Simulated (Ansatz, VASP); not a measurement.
## One calculation of GaAs, two programs

Contents of INCAR:

```
SYSTEM = GaAs
ALGO = Normal ; EDIFF = 1E-6
ENCUT = 500 ; GGA = PE
GGA_COMPAT = .FALSE. ; ISIF = 2
ISMEAR = 0 ; LASPH = .TRUE.
LCHARG = .FALSE. ; LREAL = .FALSE.
LWAVE = .FALSE. ; NBANDS = 16
NELM = 120 ; PREC = Accurate
SIGMA = 0.03
```

KPOINTS

```
k-points
0
G
  10 10 10
  0 0 0
```

The input POSCAR:

```
GaAs
1.0
    0.0000000000      3.0163268808      2.7290576540
    3.0163268808      0.0000000000      2.7290576540
    3.0163268808      3.0163268808      0.0000000000
Ga As
1 1
Direct
    0.0000000000      0.0000000000      0.0000000000
    0.7500000000      0.7500000000      0.7500000000
```

Input for Ansatz:

```yaml
crystal:
  lattice:
    - [0.0, 3.0163268808, 2.729057654]
    - [3.0163268808, 0.0, 2.729057654]
    - [3.0163268808, 3.0163268808, 0.0]
  atoms:
    - { symbol: Ga, position: [0.0, 0.0, 0.0] }
    - { symbol: As, position: [0.75, 0.75, 0.75] }
basis:
  ecutwfc: 420
kpoints:
  mp_grid: { grid: [10, 10, 10] }
hamiltonian:
  xc: pbe
scf:
  occupations: { method: gaussian, width: 0.03 }
output:
  forces: true
  stress: true
  eigenvalues: true
```

Change from the starting cell: strain +0.050 along x and y, -0.050 along z, atoms carried along.

Alike in both runs: task single point; functional PBE; k mesh 10 × 10 × 10; occupations gaussian, width 0.03 eV; no spin polarisation.

|  | VASP | Ansatz |
| --- | --- | --- |
| version | VASP 6.6.1 | Ansatz 0.2.0 |
| potentials or method | VASP PAW PBE potentials, release 64 (Ga_d, As), cutoff 500 eV | scalar-relativistic, plane waves, PAW |
| valence electrons in the cell | 18 | 28 |

Ansatz gave:

```
gap on the k mesh at the Fermi level (eV)                     : 0.26
least direct gap on the mesh (eV)                             : 0.45
pressure (GPa)                                                : -2.6
traceless stress, the component that is largest in VASP (GPa) : 3.11
```

Question: Estimate VASP's values.

Answer: gap on the k mesh at the Fermi level (eV): 0.26; least direct gap on the mesh (eV): 0.45; pressure (GPa): -2.5; traceless stress, the component that is largest in VASP (GPa): 3.10.

With one functional, cell and mesh, what is left measures potentials, basis and numerics. VASP's potentials hold 18 valence electrons a cell and Ansatz's 28, so a difference there can come from the potentials and not from the codes.
